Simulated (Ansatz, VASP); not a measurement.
# Ta: VASP beside Ansatz

The input INCAR:

```
SYSTEM = Ta
AGGAC    = 1.0          
AGGAX    = 1.0          
ALDAC    = 0.0          
ALDAX    = 1.0          
ALGO     = Normal         ! electronic algorithm
EDIFF    = 1E-7           ! SCF threshold, eV
EDIFFG   = -0.01          ! ionic threshold
ENCUT    = 500            ! plane-wave cutoff, eV
GGA      = B5             ! functional
GGA_COMPAT= .FALSE.      
IBRION   = 2              ! ionic algorithm
ISIF     = 3              ! what is computed and relaxed
ISMEAR   = -1             ! smearing method
IVDW     = 12             ! dispersion correction
LASPH    = .TRUE.         ! aspherical terms in the spheres
LCHARG   = .FALSE.        ! write CHGCAR
LREAL    = .FALSE.        ! projectors in reciprocal space
LWAVE    = .FALSE.        ! write WAVECAR
NELM     = 120            ! most SCF steps
NELMIN   = 4            
NSW      = 60             ! ionic steps
PREC     = Accurate       ! precision mode
SIGMA    = 0.05           ! smearing width, eV
VDW_A1   = 0.4298       
VDW_A2   = 4.2359       
VDW_S6   = 1.0          
VDW_S8   = 2.6996
```

The input KPOINTS:

```
k-points
0
G
  11 11 11
  0 0 0
```

POSCAR

```
Ta
1.0
   -1.6512800000      1.6512800000      1.6512800000
    1.6512800000     -1.6512800000      1.6512800000
    1.6512800000      1.6512800000     -1.6512800000
Ta
1
Direct
    0.0000000000      0.0000000000      0.0000000000
```

input.yaml

```yaml
crystal:
  lattice:
    - [-1.65128, 1.65128, 1.65128]
    - [1.65128, -1.65128, 1.65128]
    - [1.65128, 1.65128, -1.65128]
  atoms:
    - { symbol: Ta, position: [0.0, 0.0, 0.0] }
hamiltonian:
  xc: blyp
  pseudopotentials: { kind: paw }
  dispersion: d3bj
kpoints:
  mp_grid: { grid: [11, 11, 11] }
scf:
  occupations: { method: fermi_dirac, width: 0.05 }
output:
  forces: true
  stress: true
  write_density: true
  write_potential: true
  elf: true
  volumetric_format: npy
relax:
  f_tol: 0.01
  max_steps: 40
  cell: { stress_tol: 0.05 }
```

Alike in both runs: task relaxation of cell and atoms; functional BLYP; dispersion D3(BJ); k mesh 11 × 11 × 11; occupations fermi-dirac, width 0.05 eV; no spin polarisation.

```csv
,VASP,Ansatz
version,VASP 6.6.1,Ansatz 0.2.0
potentials or method,"VASP PAW PBE potentials, release 64 (Ta_sv_GW)",Ansatz PAW
plane-wave cutoff (eV),500,420
valence electrons in the cell,13,13
```

Ansatz gave:

- gap on the k mesh at the Fermi level, each at its own relaxed structure (eV): none
- relaxed volume (Å³/atom): 17.45
- relaxed length of the cell vector where the two differ most in proportion (Å): 2.830

Problem. Which values does VASP return?

Solution. gap on the k mesh at the Fermi level, each at its own relaxed structure (eV): none; relaxed volume (Å³/atom): 17.43; relaxed length of the cell vector where the two differ most in proportion (Å): 2.829.

VASP's potentials were made for PBE, not for BLYP. A gap of «none» marks a metal or a gap that the smearing closes.

Neither program's run includes spin-orbit coupling. Noted on Ansatz's run: the plane-wave basis is chosen anew once the cell has moved, so the energies of steps on either side of that aren't comparable.
